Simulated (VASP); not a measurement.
Crystal: Pd.

```xyz
1
Lattice="0.0000 1.9465 1.9465 1.9465 0.0000 1.9465 1.9465 1.9465 0.0000" Properties=species:S:1:pos:R:3 pbc="T T T"
Pd    0.0000    0.0000    0.0000
```

| Property | Result |
| --- | --- |
| Program | VASP 6.6.1 |
| Task | relaxation of cell and atoms |
| Functional | SVWN5 |
| Potentials or basis | VASP PAW PBE potentials, release 64 (Pd) |
| Cutoff | 600 eV |
| k mesh | 12 × 12 × 12 |
| Occupations | fermi-dirac, width 0.05 eV |
| Spin | no spin polarisation |

At the start: pressure -9.2 GPa; volume 14.75 Å³/atom.

How do energy, volume and symmetry change on relaxing?

Over 4 steps the energy falls by 19.8 meV/atom and the volume is 14.10 Å³/atom (-4.4 %); space group Fm-3m (No. 225, to 0.05 Å).

Step by step:
| step | energy change (eV) | largest force (eV/Å) | pressure (GPa) | volume (Å³) |
| --- | --- | --- | --- | --- |
| 1 | 0.0000 | 0.0000 | -9.21 | 14.75 |
| 2 | 0.0513 | 0.0000 | 22.91 | 13.01 |
| 3 | -0.0198 | 0.0000 | -0.26 | 14.11 |
| 4 | -0.0198 | 0.0000 | -0.05 | 14.10 |

Final structure:
```cif
data_structure
_symmetry_space_group_name_H-M 'P 1'
_symmetry_Int_Tables_number 1
_cell_length_a 2.7116
_cell_length_b 2.7116
_cell_length_c 2.7116
_cell_angle_alpha 60.000
_cell_angle_beta 60.000
_cell_angle_gamma 60.000
_cell_volume 14.10
loop_
_atom_site_label
_atom_site_type_symbol
_atom_site_fract_x
_atom_site_fract_y
_atom_site_fract_z
_atom_site_occupancy
Pd1 Pd 0.00000 0.00000 0.00000 1
```

Caveat: the PAW data sets were made with another functional, which shifts forces and pressure a little.
